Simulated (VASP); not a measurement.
# Li5Os (P6/mmm) in VASP: notebook

Li5Os is run at these levels: PBE; tasks: single point.

Program: VASP 6.6.1. These are calculated values, not measurements. Logs are shortened: lines on timing, memory, paths and dates and some standing lists are left out, and cuts for length are marked.

**1. The cell of the first run**

It takes space group P6/mmm (No. 191, hexagonal). Conventional cell: a = 5.144 Å, b = 5.144 Å, c = 8.555 Å, α = 90.00°, β = 90.00°, γ = 120.00°. Within 3.4 Å of Li (site symmetry mmm) lie 4 Li at 2.57 Å and 2 Os at 2.57 Å. Within 3.1 Å of Li (site symmetry 6mm) lie 1 Os at 2.36 Å. Within 3.1 Å of Os (site symmetry 6/mmm) lie 8 Li at 2.36 to 2.57 Å.

**2. Single point, PBE**

The input, INCAR:

```
PREC = Accurate ; ENCUT = 520
EDIFF = 1E-6 ; ISMEAR = 0
SIGMA = 0.1 ; LREAL = F
LASPH = T ; NELM = 60
ALGO = Normal ; ISIF = 2
LWAVE = F ; LCHARG = F
GGA = PE ; NBANDS = 20
```

The input, KPOINTS:

```
regular mesh
0
Gamma
  6 6 4
```

The input, POSCAR:

```
Li5Os
1.0
    5.1444245801     -0.0000000046      0.0000000000
   -2.5722122860      4.4552023765      0.0000000000
    0.0000000000      0.0000000000      8.5551237835
Li Os
5 1
Direct
    0.3333302688      0.1666643486      0.5000000000
    0.8333356514      0.1666659202      0.5000000000
    0.8333340798      0.6666697312      0.5000000000
    0.3333333333      0.6666666667      0.2238281994
    0.3333333333      0.6666666667      0.7761718006
    0.3333333333      0.6666666667      0.5000000000
```

Potentials or basis: VASP PAW PBE potentials, release 64 (Li_sv, Os).

Launch:

```
$ cat potpaw_PBE.64/Li_sv/POTCAR potpaw_PBE.64/Os/POTCAR > POTCAR
$ mpirun -np 1 vasp_std > vasp.out
```

OUTCAR:

```text
PREC = Accurate
   ENCUT = 520
   EDIFF = 1E-6
   ISMEAR = 0
   LREAL = F
   LASPH = T
   NELM = 60
   ISIF = 2
   GGA = PE

 ion  position               nearest neighbor table
   1  0.333  0.167  0.500-   2 2.57   3 2.57   6 2.57   6 2.57   2 2.57   3 2.57
   2  0.833  0.167  0.500-   3 2.57   1 2.57   6 2.57   6 2.57   3 2.57   1 2.57
   3  0.833  0.667  0.500-   2 2.57   1 2.57   6 2.57   6 2.57   2 2.57   1 2.57
   4  0.333  0.667  0.224-   6 2.36
   5  0.333  0.667  0.776-   6 2.36
   6  0.333  0.667  0.500-   4 2.36   5 2.36   1 2.57   2 2.57   3 2.57   3 2.57   2 2.57   1 2.57

  LATTYP: Found a hexagonal cell.
 ALAT       =     5.1444245801
 C/A-ratio  =     1.6629894462

  Lattice vectors:

 A1 = (   5.1444245801,  -0.0000000046,   0.0000000000)
 A2 = (  -2.5722122860,   4.4552023765,   0.0000000000)
 A3 = (   0.0000000000,   0.0000000000,   8.5551237835)

Analysis of symmetry for initial positions (statically):
=====================================================================
 Subroutine PRICEL returns:
 Original cell was already a primitive cell.

 Routine SETGRP: Setting up the symmetry group for a
 hexagonal supercell.

 Subroutine GETGRP returns: Found 24 space group operations
 (whereof 12 operations were pure point group operations)
 out of a pool of 24 trial point group operations.

The static configuration has the point symmetry D_3h.
 The point group associated with its full space group is D_6h.

Analysis of symmetry for dynamics (positions and initial velocities):
=====================================================================
 Subroutine PRICEL returns:
 Original cell was already a primitive cell.

 Routine SETGRP: Setting up the symmetry group for a
 hexagonal supercell.

 Subroutine GETGRP returns: Found 24 space group operations
 (whereof 12 operations were pure point group operations)
 out of a pool of 24 trial point group operations.

The dynamic configuration has the point symmetry D_3h.
 The point group associated with its full space group is D_6h.

 Subroutine INISYM returns: Found 24 space group operations
 (whereof 12 operations are pure point group operations),
 and found     1 'primitive' translations

----------------------------------------------------------------------------------------

                                     Primitive cell

  volume of cell :     196.0788

  direct lattice vectors                    reciprocal lattice vectors
     5.144424580 -0.000000005  0.000000000     0.194385200  0.112228347  0.000000000
    -2.572212286  4.455202376  0.000000000     0.000000000  0.224456695  0.000000000
     0.000000000  0.000000000  8.555123783     0.000000000  0.000000000  0.116889016

  length of vectors
     5.144424580  5.144424580  8.555123783     0.224456695  0.224456695  0.116889016

  position of ions in fractional coordinates (direct lattice)
     0.333330269  0.166664349  0.500000000
     0.833335651  0.166665920  0.500000000
     0.833334080  0.666669731  0.500000000
     0.333333333  0.666666667  0.223828199
     0.333333333  0.666666667  0.776171801
     0.333333333  0.666666667  0.500000000

  ion indices of the primitive-cell ions
   primitive index   ion index
                 1           1
                 2           2
                 3           3
                 4           4
                 5           5
                 6           6

----------------------------------------------------------------------------------------

 KPOINTS: regular mesh

Automatic generation of k-mesh.
 Grid dimensions read from file:
 generate k-points for:    6    6    4

 Generating k-lattice:

  Cartesian coordinates                     Fractional coordinates (reciprocal lattice)
     0.032397533  0.018704725  0.000000000     0.166666667 -0.000000000  0.000000000
     0.000000000  0.037409449  0.000000000     0.000000000  0.166666667  0.000000000
     0.000000000  0.000000000  0.029222254     0.000000000  0.000000000  0.250000000

  Length of vectors
     0.037409449  0.037409449  0.029222254

  Shift w.r.t. Gamma in fractional coordinates (k-lattice)
     0.000000000  0.000000000  0.000000000

 Subroutine IBZKPT returns following result:
 ===========================================

 Found     21 irreducible k-points:

 Following reciprocal coordinates:
            Coordinates               Weight
  0.000000  0.000000  0.000000      1.000000
  0.166667  0.000000  0.000000      6.000000
  0.333333  0.000000  0.000000      6.000000
  0.500000 -0.000000  0.000000      3.000000
  0.166667  0.166667  0.000000      6.000000
  0.333333  0.166667  0.000000     12.000000
[... 13 lines left out ...]
  0.333333  0.166667  0.500000     12.000000
  0.333333  0.333333  0.500000      2.000000
   k-points           NKPTS =     21   k-points in BZ     NKDIM =     21   number of bands    NBANDS=     20
   number of dos      NEDOS =    301   number of ions     NIONS =      6
   total plane-waves  NPLWV = 102400
   dimension x,y,z NGX =    40 NGY =   40 NGZ =   64
   dimension x,y,z NGXF=    80 NGYF=   80 NGZF=  128
   ions per type =               5   1
   NGX,Y,Z   is equivalent  to a cutoff of  12.93, 12.93, 12.44 a.u.
   NGXF,Y,Z  is equivalent  to a cutoff of  25.85, 25.85, 24.87 a.u.
 SYSTEM =  unknown system
   PREC   = accura    normal or accurate (medium, high low for compatibility)
   ISTART =      0    job   : 0-new  1-cont  2-samecut
   ICHARG =      2    charge: 1-file 2-atom 10-const
   ISPIN  =      1    spin polarized calculation?
   LNONCOLLINEAR =      F non collinear calculations
   LSORBIT =      F    spin-orbit coupling
   LASPH  =      T    aspherical Exc in radial PAW
   ENCUT  =  520.0 eV  38.22 Ry    6.18 a.u.   9.57  9.57 15.91*2*pi/ulx,y,z
   NELM   =     60;   NELMIN=  2; NELMDL= -5     # of ELM steps
   EDIFF  = 0.1E-05   stopping-criterion for ELM
   LREAL  =      F    real-space projection
   EDIFFG = 0.1E-04   stopping-criterion for IOM
   NSW    =      0    number of steps for IOM
   IBRION =     -1    ionic relax: 0-MD 1-quasi-New 2-CG
   NFREE  =      0    steps in history (QN), initial steepest desc. (CG)
   ISIF   =      2    stress and relaxation
   ISYM   =      2    0-nonsym 1-usesym 2-fastsym
   POTIM  = 0.5000    time-step for ionic-motion
   TEBEG  =    0.0;   TEEND  =   0.0 temperature during run
   PSTRESS=    0.0 pullay stress
   NELECT =      23.0000    total number of electrons
   NUPDOWN=      -1.0000    fix difference up-down
   EMIN   =  10.00;   EMAX   =-10.00  energy-range for DOS
   EFERMI =   0.00;   METHOD = LEGACY
   ISMEAR =     0;   SIGMA  =   0.10  broadening in eV -4-tet -1-fermi 0-gaus
   EFERMI_NEDOS =   21; number of points for ismear=-14 and -15
   IALGO  =     38    algorithm
   IMIX   =      4    mixing-type and parameters
     AMIX     =   0.40;   BMIX     =  1.00
     AMIX_MAG =   1.60;   BMIX_MAG =  1.00
  volume/ion in A,a.u.               =      32.68       220.53
  Fermi-wavevector in a.u.,A,eV,Ry     =   0.801384  1.514396  8.737881  0.642216
  Thomas-Fermi vector in A             =   1.908861
   LORBIT       =      0    0 simple, 1 ext, 2 COOP (PROOUT), +10 PAW based schemes
   GGA     = PE    functional components
   LHFCALC =     F    Hartree Fock is set to
   AEXX    =    0.0000 exact exchange contribution
   IVDW    =     0    specifies the selected vdW correction
   LEPSILON=     F    determine dielectric tensor
   LRPA    =     F    only Hartree local field effects (RPA)
 non-spin polarized calculation
 Gauss-broadening in eV      SIGMA  =   0.10
  energy-cutoff  :      520.00
  volume of cell :      196.08
 maximum number of plane-waves:      5336
 NGX is ok and might be reduce to    40
   NGX = 19   NGY = 19   NGZ = 31

 number of electron      23.0000013 magnetization

 Free energy of the ion-electron system (eV)
  ---------------------------------------------------
  ext. energy  EPLUGINS =         0.00000000
  ---------------------------------------------------
  free energy    TOTEN  =       -15.68007929 eV

  energy without entropy =      -15.64002910  energy(sigma->0) =      -15.66005419

 E-fermi :  -0.6236     XC(G=0):  -5.8658

 val. band max:       -0.6450939702   @ k =   0.1667   0.0000   0.0000
 cond. band min:      -0.6148289857   @ k =   0.3333   0.1667   0.2500
 fundamental gap:      0.0302649845
 Fermi energy:        -0.6235561727

 k-point     1 :       0.0000    0.0000    0.0000
  band No.  band energies     occupation
      1     -47.7520      2.00000
      2     -47.7506      2.00000
      3     -46.1399      2.00000
      4     -46.0814      2.00000
      5     -46.0814      2.00000
      6      -3.9684      2.00000
[... 12 lines left out ...]
     19       5.0744      0.00000
     20       5.0744      0.00000

 k-point     2 :       0.1667    0.0000    0.0000
  band No.  band energies     occupation
      1     -47.7520      2.00000
      2     -47.7506      2.00000
      3     -46.1363      2.00000
      4     -46.0848      2.00000
      5     -46.0813      2.00000
      6      -3.8407      2.00000
[... 12 lines left out ...]
     19       4.5953      0.00000
     20       4.8148      0.00000

 k-point     3 :       0.3333    0.0000    0.0000
  band No.  band energies     occupation
      1     -47.7520      2.00000
      2     -47.7506      2.00000
      3     -46.1270      2.00000
      4     -46.0937      2.00000
      5     -46.0812      2.00000
      6      -3.5089      2.00000
[... 12 lines left out ...]
     19       4.4675      0.00000
     20       4.6057      0.00000

 k-point     4 :       0.5000   -0.0000    0.0000
  band No.  band energies     occupation
      1     -47.7520      2.00000
      2     -47.7506      2.00000
      3     -46.1195      2.00000
      4     -46.1009      2.00000
      5     -46.0811      2.00000
      6      -3.2666      2.00000
[... 360 lines left out ...]
 k-point    20 :       0.3333    0.1667    0.5000
  band No.  band energies     occupation
      1     -47.7518      2.00000
      2     -47.7508      2.00000
      3     -46.1197      2.00000
      4     -46.1006      2.00000
      5     -46.0813      2.00000
      6      -3.2673      2.00000
[... 12 lines left out ...]
     19       3.7893      0.00000
     20       4.1737      0.00000

 k-point    21 :       0.3333    0.3333    0.5000
  band No.  band energies     occupation
      1     -47.7518      2.00000
      2     -47.7507      2.00000
      3     -46.1100      2.00000
      4     -46.1100      2.00000
      5     -46.0814      2.00000
      6      -3.1314      2.00000
[... 12 lines left out ...]
     19       4.0982      0.00000
     20       4.0984      0.00000

------------------------ aborting loop because EDIFF is reached ----------------------------------------

  FORCE on cell =-STRESS in cart. coord.  units (eV):
  Direction    XX          YY          ZZ          XY          YZ          ZX
  --------------------------------------------------------------------------------------
  -------------------------------------------------------------------------------------
  Total       -0.0264105     -0.0264105      0.0504843     -0.0000000      0.0000000      0.0000000
  in kB       -0.2158023     -0.2158023      0.4125120     -0.0000000      0.0000000      0.0000000
  external PRESSURE =      -0.0063642 kB  Pullay stress =       0.0000000 kB

 VOLUME and BASIS-vectors are now :
 -----------------------------------------------------------------------------
  energy-cutoff  :      520.00
  volume of cell :      196.08
      direct lattice vectors                 reciprocal lattice vectors
     5.144424580 -0.000000005  0.000000000     0.194385200  0.112228347  0.000000000
    -2.572212286  4.455202376  0.000000000     0.000000000  0.224456695  0.000000000
     0.000000000  0.000000000  8.555123783     0.000000000  0.000000000  0.116889016

 POSITION                                       TOTAL-FORCE (eV/Angst)
 -----------------------------------------------------------------------------------
      1.28610      0.74252      4.27756        -0.000000      0.000000     -0.000000
      3.85833      0.74253      4.27756         0.000000     -0.000000     -0.000000
      2.57221      2.97015      4.27756        -0.000000      0.000000      0.000000
      0.00000      2.97013      1.91488        -0.000000     -0.000000     -0.019284
      0.00000      2.97013      6.64025        -0.000000     -0.000000      0.019284
      0.00000      2.97013      4.27756        -0.000000     -0.000000      0.000000
 -----------------------------------------------------------------------------------
    total drift:                                0.000000     -0.000000      0.000000

  FREE ENERGIE OF THE ION-ELECTRON SYSTEM (eV)
  ---------------------------------------------------
  free  energy   TOTEN  =       -15.6800792900 eV

  energy  without entropy=      -15.6400290960  energy(sigma->0) =      -15.66005419
```

Wall time 2.1 min (1 thread of Intel Xeon Platinum 8259CL at 2.50GHz (Skylake/Cascade Lake), shared host); peak memory 0.33 GiB.

Results:

* Free energy: -15.6801 eV
* Largest force: 0.019 eV/Å

Forces in eV/Å, atoms in the order of the input:
```
Li   0.000  0.000  0.000
Li   0.000  0.000  0.000
Li   0.000  0.000  0.000
Li   0.000  0.000 -0.019
Li   0.000  0.000  0.019
Os   0.000  0.000  0.000
```

Levels at points of the mesh, in eV from the Fermi level:
```tsv
k point	band 8	band 9	band 10	band 11	band 12	band 13	band 14	band 15	band 16	band 17
(0.00, 0.00, 0.00)	-0.45	-0.16	-0.16	-0.10	-0.06	-0.06	2.05	2.10	2.10	4.53
(0.50, 0.00, 0.00)	-0.82	-0.64	-0.36	-0.31	-0.19	1.08	1.33	1.90	2.26	2.94
(0.00, 0.00, 0.50)	-0.37	-0.15	-0.15	-0.07	-0.07	1.19	2.05	2.14	2.14	2.60
(0.50, 0.00, 0.50)	-0.86	-0.53	-0.36	-0.31	-0.21	0.52	1.80	1.99	2.44	3.42
```

Caveat: the cutoff is under 1.25 times the usual one of these potentials, so pressure, stress and relaxed cells hold a basis-set (Pulay) error; spin-orbit coupling is left out, which moves the levels of the heavy elements.

**3. Single point, PBE, collinear spin, ferromagnetic start**

The input, INCAR:

```
SYSTEM = Li5Os
ALGO = Fast
EDIFF = 1E-7
ENCUT = 520
GGA = PE
ISIF = 2
ISMEAR = 0
ISPIN = 2
LASPH = .TRUE.
LCHARG = .TRUE.
LELF = .TRUE.
LMAXMIX = 4
LORBIT = 11
LREAL = .FALSE.
LVHAR = .TRUE.
LWAVE = .FALSE.
MAGMOM = 0 0 0 0 0 1
NBANDS = 24
NELM = 150
PREC = Accurate
SIGMA = 0.1
```

The input, KPOINTS:

```
k-points
0
G
  6 6 2
  0 0 0
```

The input, POSCAR:

```
Li5Os
1.0
    5.1444245801      0.0000000000      0.0000000000
   -2.5722122901      4.4552023742      0.0000000000
    0.0000000000      0.0000000000      8.5551237835
Li Os
5 1
Direct
    0.0000000000      0.5000000000      0.5000000000
    0.5000000000      0.5000000000      0.5000000000
    0.5000000000      0.0000000000      0.5000000000
    0.0000000000      0.0000000000      0.2238281994
    0.0000000000      0.0000000000      0.7761718006
    0.0000000000      0.0000000000      0.5000000000
```

Potentials or basis: VASP PAW PBE potentials, release 64 (Li_sv, Os).

Launch:

```
$ cat potpaw_PBE.64/Li_sv/POTCAR potpaw_PBE.64/Os/POTCAR > POTCAR
$ mpirun -np 1 vasp_std > vasp.out
```

It took 8.2 min on 1 thread of Intel Xeon Platinum 8259CL at 2.50GHz (Skylake/Cascade Lake), shared host; peak memory 0.44 GiB.

The run converged. Its results:

| Item | Value |
| --- | --- |
| Free energy | -15.6725 eV |
| Largest force | 0.031 eV/Å |
| Net moment | 0.03 μB per cell |
| Site moments | Li -0.00; Os +0.03 μB |
| Valence electrons inside the program's atomic spheres | Li 2.11, 2.07; Os 7.11 |

Forces in eV/Å, atoms in the order of the input:
```
Li   0.000  0.000  0.000
Li   0.000  0.000  0.000
Li   0.000  0.000  0.000
Li   0.000  0.000 -0.031
Li   0.000  0.000  0.031
Os   0.000  0.000  0.000
```

Levels at points of the mesh, in eV from the Fermi level:
Spin up:
| k point | band 10 | band 11 | band 12 | band 13 | band 14 | band 15 |
| --- | --- | --- | --- | --- | --- | --- |
| (0.00, 0.00, 0.00) | -0.17 | -0.10 | -0.08 | -0.08 | 2.04 | 2.09 |
| (0.50, 0.00, 0.00) | -0.37 | -0.33 | -0.21 | 1.09 | 1.32 | 1.90 |
| (0.00, 0.00, 0.50) | -0.17 | -0.08 | -0.08 | 1.20 | 2.04 | 2.13 |
| (0.50, 0.00, 0.50) | -0.37 | -0.32 | -0.22 | 0.53 | 1.81 | 1.98 |
Spin down:
```csv
k point,band 9,band 10,band 11,band 12,band 13,band 14,band 15,band 16
"(0.00, 0.00, 0.00)",-0.15,-0.15,-0.11,-0.06,-0.06,2.04,2.10,2.10
"(0.50, 0.00, 0.00)",-0.64,-0.36,-0.31,-0.19,1.08,1.32,1.90,2.26
"(0.00, 0.00, 0.50)",-0.15,-0.15,-0.06,-0.06,1.19,2.04,2.13,2.13
"(0.50, 0.00, 0.50)",-0.54,-0.36,-0.31,-0.20,0.52,1.80,1.99,2.44
```

Caveat: the k points lie up to 0.37 Å⁻¹ apart; the cutoff is under 1.25 times the usual one of these potentials, so pressure, stress and relaxed cells hold a basis-set (Pulay) error; spin-orbit coupling is left out, which moves the levels of the heavy elements.
